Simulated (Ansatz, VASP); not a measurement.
# Two plane-wave programs on Ba

Contents of INCAR:

```
SYSTEM = Ba
  ALGO = Fast
  EDIFF = 1E-7
  ENCUT = 520
  GGA = PE
  ISIF = 2
  ISMEAR = 0
  LASPH = .TRUE.
  LCHARG = .FALSE.
  LREAL = .FALSE.
  LWAVE = .FALSE.
  NBANDS = 11
  NELM = 60
  PREC = Accurate
  SIGMA = 0.15
```

Contents of KPOINTS:

```
k-points
0
G
  14 14 14
  0 0 0
```

File POSCAR:

```
Ba
1.0
    0.0000000000      3.2003383528      3.2003383528
    3.2326650028     -0.0323266500      3.2326650028
    3.2326650028      3.2326650028     -0.0323266500
Ba
1
Direct
    0.0000000000      0.0000000000      0.0000000000
```

Input for Ansatz:

```yaml
crystal:
  lattice:
    - [0.0, 3.2003383528, 3.2003383528]
    - [3.2326650028, -0.03232665, 3.2326650028]
    - [3.2326650028, 3.2326650028, -0.03232665]
  atoms:
    - { symbol: Ba, position: [0.0, 0.0, 0.0] }
basis:
  ecutwfc: 420
kpoints:
  mp_grid: { grid: [14, 14, 14] }
hamiltonian:
  xc: pbe
scf:
  occupations: { method: gaussian, width: 0.15 }
output:
  forces: true
  stress: true
  eigenvalues: true
```

Change from the starting cell: strain -0.0200 x Voigt [0, 0, 0, 1, 0, 0], atoms carried along.

Alike in both runs: task single point; functional PBE; k mesh 14 × 14 × 14; occupations gaussian, width 0.15 eV; no spin polarisation.

```csv
,VASP,Ansatz
version,VASP 6.6.1,Ansatz 0.2.0
potentials or method,"VASP PAW PBE potentials, release 64 (Ba_sv), cutoff 520 eV","scalar-relativistic, plane waves, PAW"
valence electrons in the cell,10,10
```

```tsv
	VASP	Ansatz	Ansatz less VASP
gap on the k mesh at the Fermi level (eV)	none	none	-
pressure (GPa)	-0.4	-0.4	-0.03
traceless stress, the component that is largest in VASP (GPa)	0.17	0.17	0.000
```

A gap of «none» marks a metal or a gap that the smearing closes. With one functional, cell and mesh, what is left measures potentials, basis and numerics.

Spin-orbit coupling is off throughout.
